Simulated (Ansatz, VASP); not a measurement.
## ZnS in VASP and in Ansatz

```xyz
8
Lattice="0.0025 0.0013 3.8690 6.6332 0.0013 0.0044 0.0014 6.6150 0.0025" Properties=species:S:1:pos:R:3 pbc="T T T"
Zn    4.4895    4.4597   -0.0028
Zn    1.1765    5.4664    1.9334
Zn    5.4606    1.1511    1.9393
Zn    2.1447    2.1565    0.0129
S     5.4171    5.3761    1.9316
S     1.2203    1.2415    1.9464
S     4.5364    2.0685    0.0052
S     2.0984    4.5479   -0.0004
```

Change from the starting cell: cell x1, atoms moved at random (sigma 0.05 Å) and cell strained at random (1.5 %), then relaxed without symmetry.

Alike in both runs: functional PBE; k mesh 4 × 2 × 2; occupations gaussian, width 0.1 eV; no spin polarisation.

Ansatz relaxed the structure, and its values are those at the end. VASP's run is a single point on that final structure, the one shown.

|  | VASP | Ansatz |
| --- | --- | --- |
| version | VASP 6.6.1 | Ansatz 0.2.0 |
| potentials or method | VASP PAW PBE potentials, release 64 (Zn, S), cutoff 520 eV | scalar-relativistic, plane waves, PAW |
| valence electrons in the cell | 72 | 72 |

|  | VASP | Ansatz | Ansatz less VASP |
| --- | --- | --- | --- |
| gap on the k mesh at the Fermi level (eV) | 2.16 | 2.16 | -0.002 |
| least direct gap on the mesh (eV) | 2.16 | 2.16 | -0.002 |
| pressure (GPa) | 0.1 | 0.0 | -0.15 |
| rms of the force components (eV/Å) | 0.006 | 0.005 | -0.0009 |

The k mesh is coarse, so the values compare programs but aren't converged.
